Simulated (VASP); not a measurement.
Write the native input for VASP 6.6.1 that does the following.

* Task: single point
* Functional: PBE
* Potentials or basis: VASP PAW PBE potentials, release 64 (Ba_sv, Ti_sv, O)
* Cutoff: 520 eV
* k mesh: 8 × 8 × 8
* Occupations: methfessel-paxton, width 0.05 eV
* Spin: no spin polarisation
* Dipole correction: no
* Further INCAR settings: ALGO = Normal; EDIFF = 1e-06; NBANDS = 28

The structure of BaTiO3 lies in POSCAR:

```
BaTiO3
1.0
    4.3407704104      0.0000000000      0.0000000000
    0.0000000000      4.3407704104      0.0000000000
    0.0000000000      0.0000000000      3.6977388148
Ba Ti O
1 1 3
Direct
    0.0000000000      0.0000000000      0.0000000000
    0.5000000000      0.5000000000      0.5000000000
    0.5000000000      0.5000000000      0.0000000000
    0.5000000000      0.0000000000      0.5000000000
    0.0000000000      0.5000000000      0.5000000000
```

One way to write it, as run:

INCAR

```
SYSTEM = BaTiO3
PREC = Accurate
ENCUT = 520
EDIFF = 1E-6
ISMEAR = 1
SIGMA = 0.05
LREAL = .False.
LASPH = .True.
NELM = 80
ALGO = Normal
ISIF = 2
LWAVE = .False.
LCHARG = .True.
GGA = PE
LELF = .True.
LVHAR = .True.
NBANDS = 28
```

KPOINTS

```
regular mesh
0
Gamma
  8 8 8
  0 0 0
```

Potentials or basis: VASP PAW PBE potentials, release 64 (Ba_sv, Ti_sv, O).

Run with:

```sh
$ cat potpaw_PBE.64/Ba_sv/POTCAR potpaw_PBE.64/Ti_sv/POTCAR potpaw_PBE.64/O/POTCAR > POTCAR
$ mpirun -np 1 vasp_std > vasp.out
```

It gave:

```json
{
 "Pressure": "-3.3 GPa",
 "Band gap on the k mesh": "1.34 eV (least direct gap 1.50 eV)"
}
```

Caveat: the cell stands under tension; spin-orbit coupling is left out, which moves the levels of the heavy elements.

Run time: 47 s on 1 thread of Intel(R) Xeon(R) 6975P-C (Granite Rapids), on a shared host, peak memory 0.27 GiB.
